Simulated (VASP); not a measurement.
# TiAl (P4/mmm) in VASP: notebook

The runs below take TiAl through single point, with r2SCAN.

Program: VASP 6.6.1. These are calculated values, not measurements. Logs are shortened: lines on timing, memory, paths and dates and some standing lists are left out, and cuts for length are marked.

## (1) The cell of the first run

It takes space group P4/mmm (No. 123, tetragonal). The conventional cell has a = 2.683 Å, b = 2.683 Å, c = 4.176 Å, α = 90.00°, β = 90.00°, γ = 90.00°. Ti (site symmetry 4/mmm) has 4 Ti at 2.68 Å and 8 Al at 2.82 Å within 3.5 Å. Al (site symmetry 4/mmm) has 4 Al at 2.68 Å and 8 Ti at 2.82 Å within 3.5 Å.

## (2) Single point, r2SCAN (biaxial strain in the a-b plane: -4.5 %)

File POSCAR:

```
TiAl
1.0
    2.6833995236      0.0000000000      0.0000000000
    0.0000000000      2.6833995236      0.0000000000
    0.0000000000      0.0000000000      4.1755430139
Ti Al
1 1
Direct
    0.5000000000      0.5000000000      0.5000000000
    0.0000000000      0.0000000000      0.0000000000
```

File INCAR.step1:

```
SYSTEM = TiAl
PREC = Accurate
ENCUT = 520
ISMEAR = 0
SIGMA = 0.1
LREAL = .FALSE.
LASPH = .TRUE.
NELM = 60
NBANDS = 14
GGA = PE
ALGO = Normal
EDIFF = 1E-4
LWAVE = .TRUE.
LCHARG = .FALSE.
```

File INCAR.step2:

```
SYSTEM = TiAl
PREC = Accurate
ENCUT = 520
EDIFF = 1E-6
ISMEAR = 0
SIGMA = 0.1
LREAL = .FALSE.
LASPH = .TRUE.
NELM = 60
ALGO = Normal
ISIF = 2
LWAVE = .FALSE.
LCHARG = .FALSE.
METAGGA = R2SCAN
LMIXTAU = .TRUE.
NBANDS = 14
ISTART = 1
```

File KPOINTS:

```
Automatic mesh
0
G
  18 18 14
  0 0 0
```

Potentials or basis: VASP PAW PBE potentials, release 64 (Ti_sv, Al).

Run with:

```sh
$ cat potpaw_PBE.64/Ti_sv/POTCAR potpaw_PBE.64/Al/POTCAR > POTCAR
$ cp INCAR.step1 INCAR
$ mpirun -np 1 vasp_std > vasp.out
$ cp INCAR.step2 INCAR
$ mpirun -np 1 vasp_std > vasp.out
```

OUTCAR:

```text
SYSTEM = TiAl
   PREC = Accurate
   ENCUT = 520
   EDIFF = 1E-6
   ISMEAR = 0
   LREAL = .FALSE.
   LASPH = .TRUE.
   NELM = 60
   ISIF = 2
   METAGGA = R2SCAN
   ISTART = 1

 ion  position               nearest neighbor table
   1  0.500  0.500  0.500-   2 2.82   2 2.82   2 2.82   2 2.82   2 2.82   2 2.82   2 2.82   2 2.82

   2  0.000  0.000  0.000-   1 2.82   1 2.82   1 2.82   1 2.82   1 2.82   1 2.82   1 2.82   1 2.82

  LATTYP: Found a simple tetragonal cell.
 ALAT       =     2.6833995236
 C/A-ratio  =     1.5560646028

  Lattice vectors:

 A1 = (   2.6833995236,   0.0000000000,   0.0000000000)
 A2 = (   0.0000000000,   2.6833995236,   0.0000000000)
 A3 = (   0.0000000000,   0.0000000000,   4.1755430139)

Analysis of symmetry for initial positions (statically):
=====================================================================
 Subroutine PRICEL returns:
 Original cell was already a primitive cell.

 Routine SETGRP: Setting up the symmetry group for a
 simple tetragonal supercell.

 Subroutine GETGRP returns: Found 16 space group operations
 (whereof 16 operations were pure point group operations)
 out of a pool of 16 trial point group operations.

The static configuration has the point symmetry D_4h.

Analysis of symmetry for dynamics (positions and initial velocities):
=====================================================================
 Subroutine PRICEL returns:
 Original cell was already a primitive cell.

 Routine SETGRP: Setting up the symmetry group for a
 simple tetragonal supercell.

 Subroutine GETGRP returns: Found 16 space group operations
 (whereof 16 operations were pure point group operations)
 out of a pool of 16 trial point group operations.

The dynamic configuration has the point symmetry D_4h.

 Subroutine INISYM returns: Found 16 space group operations
 (whereof 16 operations are pure point group operations),
 and found     1 'primitive' translations

----------------------------------------------------------------------------------------

                                     Primitive cell

  volume of cell :      30.0666

  direct lattice vectors                    reciprocal lattice vectors
     2.683399524  0.000000000  0.000000000     0.372661615  0.000000000  0.000000000
     0.000000000  2.683399524  0.000000000     0.000000000  0.372661615  0.000000000
     0.000000000  0.000000000  4.175543014     0.000000000  0.000000000  0.239489809

  length of vectors
     2.683399524  2.683399524  4.175543014     0.372661615  0.372661615  0.239489809

  position of ions in fractional coordinates (direct lattice)
     0.500000000  0.500000000  0.500000000
     0.000000000  0.000000000  0.000000000

  ion indices of the primitive-cell ions
   primitive index   ion index
                 1           1
                 2           2

----------------------------------------------------------------------------------------

 KPOINTS: Automatic mesh

Automatic generation of k-mesh.
 Grid dimensions read from file:
 generate k-points for:   18   18   14

 Generating k-lattice:

  Cartesian coordinates                     Fractional coordinates (reciprocal lattice)
     0.020703423  0.000000000  0.000000000     0.055555556  0.000000000  0.000000000
     0.000000000  0.020703423  0.000000000     0.000000000  0.055555556  0.000000000
     0.000000000  0.000000000  0.017106415     0.000000000  0.000000000  0.071428571

  Length of vectors
     0.020703423  0.020703423  0.017106415

  Shift w.r.t. Gamma in fractional coordinates (k-lattice)
     0.000000000  0.000000000  0.000000000

 Subroutine IBZKPT returns following result:
 ===========================================

 Found    440 irreducible k-points:

 Following reciprocal coordinates:
            Coordinates               Weight
  0.000000  0.000000  0.000000      1.000000
  0.055556  0.000000  0.000000      4.000000
  0.111111  0.000000  0.000000      4.000000
  0.166667  0.000000  0.000000      4.000000
  0.222222  0.000000  0.000000      4.000000
  0.277778  0.000000  0.000000      4.000000
[... 16 lines left out ...]
  0.277778  0.111111  0.000000      8.000000
  0.333333  0.111111  0.000000      8.000000
 [... further k-points ...]
   k-points           NKPTS =    440   k-points in BZ     NKDIM =    440   number of bands    NBANDS=     14
   number of dos      NEDOS =    301   number of ions     NIONS =      2
   total plane-waves  NPLWV =  12800
   dimension x,y,z NGX =    20 NGY =   20 NGZ =   32
   dimension x,y,z NGXF=    40 NGYF=   40 NGZF=   64
   ions per type =               1   1
   NGX,Y,Z   is equivalent  to a cutoff of  12.39, 12.39, 12.74 a.u.
   NGXF,Y,Z  is equivalent  to a cutoff of  24.78, 24.78, 25.48 a.u.
 SYSTEM =  TiAl
   PREC   = accura    normal or accurate (medium, high low for compatibility)
   ISTART =      1    job   : 0-new  1-cont  2-samecut
   ICHARG =      0    charge: 1-file 2-atom 10-const
   ISPIN  =      1    spin polarized calculation?
   LNONCOLLINEAR =      F non collinear calculations
   LSORBIT =      F    spin-orbit coupling
   LASPH  =      T    aspherical Exc in radial PAW
   ENCUT  =  520.0 eV  38.22 Ry    6.18 a.u.   4.99  4.99  7.76*2*pi/ulx,y,z
   NELM   =     60;   NELMIN=  2; NELMDL=  0     # of ELM steps
   EDIFF  = 0.1E-05   stopping-criterion for ELM
   LREAL  =      F    real-space projection
   EDIFFG = 0.1E-04   stopping-criterion for IOM
   NSW    =      0    number of steps for IOM
   IBRION =     -1    ionic relax: 0-MD 1-quasi-New 2-CG
   NFREE  =      0    steps in history (QN), initial steepest desc. (CG)
   ISIF   =      2    stress and relaxation
   ISYM   =      2    0-nonsym 1-usesym 2-fastsym
   POTIM  = 0.5000    time-step for ionic-motion
   TEBEG  =    0.0;   TEEND  =   0.0 temperature during run
   PSTRESS=    0.0 pullay stress
   NELECT =      15.0000    total number of electrons
   NUPDOWN=      -1.0000    fix difference up-down
   EMIN   =  10.00;   EMAX   =-10.00  energy-range for DOS
   EFERMI =   0.00;   METHOD = LEGACY
   ISMEAR =     0;   SIGMA  =   0.10  broadening in eV -4-tet -1-fermi 0-gaus
   EFERMI_NEDOS =   21; number of points for ismear=-14 and -15
   IALGO  =     38    algorithm
   IMIX   =      4    mixing-type and parameters
     AMIX     =   0.40;   BMIX     =  1.00
     AMIX_MAG =   1.60;   BMIX_MAG =  1.00
  volume/ion in A,a.u.               =      15.03       101.45
  Fermi-wavevector in a.u.,A,eV,Ry     =   1.298407  2.453633 22.937513  1.685860
  Thomas-Fermi vector in A             =   2.429737
   LORBIT       =      0    0 simple, 1 ext, 2 COOP (PROOUT), +10 PAW based schemes
   METAGGA = R2SCAN    functional components
   LHFCALC =     F    Hartree Fock is set to
   AEXX    =    0.0000 exact exchange contribution
   IVDW    =     0    specifies the selected vdW correction
   LEPSILON=     F    determine dielectric tensor
   LRPA    =     F    only Hartree local field effects (RPA)
 non-spin polarized calculation
 Gauss-broadening in eV      SIGMA  =   0.10
  energy-cutoff  :      520.00
  volume of cell :       30.07
 maximum number of plane-waves:       828
 NGX is ok and might be reduce to    20
   NGX =  9   NGY =  9   NGZ = 15

 number of electron      15.0000001 magnetization

 Free energy of the ion-electron system (eV)
  ---------------------------------------------------
  ext. energy  EPLUGINS =         0.00000000
  ---------------------------------------------------
  free energy    TOTEN  =       -20.49938557 eV

  energy without entropy =      -20.49152928  energy(sigma->0) =      -20.49545743

 E-fermi :   9.1659     XC(G=0): -12.1976

 val. band max:        9.1643548144   @ k =   0.2778   0.1111   0.5000
 cond. band min:       9.1660947853   @ k =   0.5000   0.3889   0.1429
 fundamental gap:      0.0017399709
 Fermi energy:         9.1658976910

 k-point     1 :       0.0000    0.0000    0.0000
  band No.  band energies     occupation
      1     -49.6045      2.00000
      2     -24.9837      2.00000
      3     -24.3623      2.00000
      4     -24.3623      2.00000
      5      -0.8928      2.00000
      6       6.8307      2.00000
      7       7.8842      2.00000
      8       8.0739      2.00000
      9      11.9527      0.00000
     10      11.9527      0.00000
     11      13.4698      0.00000
     12      15.3663      0.00000
     13      19.0778      0.00000
     14      19.5926      0.00000

 k-point     2 :       0.0556    0.0000    0.0000
  band No.  band energies     occupation
      1     -49.6012      2.00000
      2     -24.9806      2.00000
      3     -24.3870      2.00000
      4     -24.3603      2.00000
      5      -0.8219      2.00000
      6       6.8966      2.00000
      7       7.8592      2.00000
      8       8.1122      2.00000
      9      11.9654      0.00000
     10      11.9767      0.00000
     11      13.3972      0.00000
     12      15.3721      0.00000
     13      17.8424      0.00000
     14      19.6771      0.00000

 k-point     3 :       0.1111    0.0000    0.0000
  band No.  band energies     occupation
      1     -49.5918      2.00000
      2     -24.9718      2.00000
      3     -24.4576      2.00000
      4     -24.3543      2.00000
      5      -0.6106      2.00000
      6       7.0829      2.00000
      7       7.7849      2.00000
      8       8.2172      2.00000
      9      12.0022      0.00000
     10      12.0545      0.00000
     11      13.1967      0.00000
     12      15.3844      0.00000
     13      16.3307      0.00000
     14      19.9203      0.00000
[... 324 lines left out ...]
 k-point    23 :       0.2778    0.1111    0.0000
  band No.  band energies     occupation
      1     -49.5284      2.00000
      2     -24.9128      2.00000
      3     -24.8195      2.00000
      4     -24.4134      2.00000
      5       1.0840      2.00000
      6       7.4525      2.00000
      7       8.0141      2.00000
      8       8.5391      2.00000
      9      11.2687      0.00000
     10      11.9188      0.00000
     11      13.1527      0.00000
     12      13.6915      0.00000
     13      15.6464      0.00000
     14      18.7304      0.00000

 k-point    24 :       0.3333    0.1111    0.0000
  band No.  band energies     occupation
      1     -49.5106      2.00000
      2     -24.9448      2.00000
      3     -24.8962      2.00000
      4     -24.4012      2.00000
      5       1.7970      2.00000
      6       7.3192      2.00000
      7       7.5373      2.00000
      8       8.6716      2.00000
      9      11.3176      0.00000
     10      11.5739      0.00000
     11      13.1184      0.00000
     12      14.0960      0.00000
     13      15.6675      0.00000
     14      19.3281      0.00000

 [... further k-points ...]
[... 5 lines left out ...]
  --------------------------------------------------------------------------------------
  -------------------------------------------------------------------------------------
  Total        2.2485038      2.2485038      0.6907816      0.0000000     -0.0000000      0.0000000
  in kB      119.8175879    119.8175879     36.8101614      0.0000000     -0.0000000      0.0000000
  external PRESSURE =      92.1484458 kB  Pullay stress =       0.0000000 kB

 VOLUME and BASIS-vectors are now :
 -----------------------------------------------------------------------------
  energy-cutoff  :      520.00
  volume of cell :       30.07
      direct lattice vectors                 reciprocal lattice vectors
     2.683399524  0.000000000  0.000000000     0.372661615  0.000000000  0.000000000
     0.000000000  2.683399524  0.000000000     0.000000000  0.372661615  0.000000000
     0.000000000  0.000000000  4.175543014     0.000000000  0.000000000  0.239489809

 POSITION                                       TOTAL-FORCE (eV/Angst)
 -----------------------------------------------------------------------------------
      1.34170      1.34170      2.08777         0.000000      0.000000      0.000000
      0.00000      0.00000      0.00000         0.000000      0.000000      0.000000
 -----------------------------------------------------------------------------------
    total drift:                               -0.000000      0.000000      0.000000

  FREE ENERGIE OF THE ION-ELECTRON SYSTEM (eV)
  ---------------------------------------------------
  free  energy   TOTEN  =       -20.4993855743 eV

  energy  without entropy=      -20.4915292793  energy(sigma->0) =      -20.49545743
```

Wall time 7.8 min (1 thread of AMD EPYC 7R43 (Zen 3), shared host); peak memory 0.26 GiB.

What came out:

* Free energy: -20.4994 eV
* Pressure: 9.2 GPa

Caveat: the cell differs from its parent crystal (biaxial strain in the a-b plane: -4.5 %); the PAW data sets were made with another functional, which shifts forces and pressure a little.

[end of part 1 of 2]
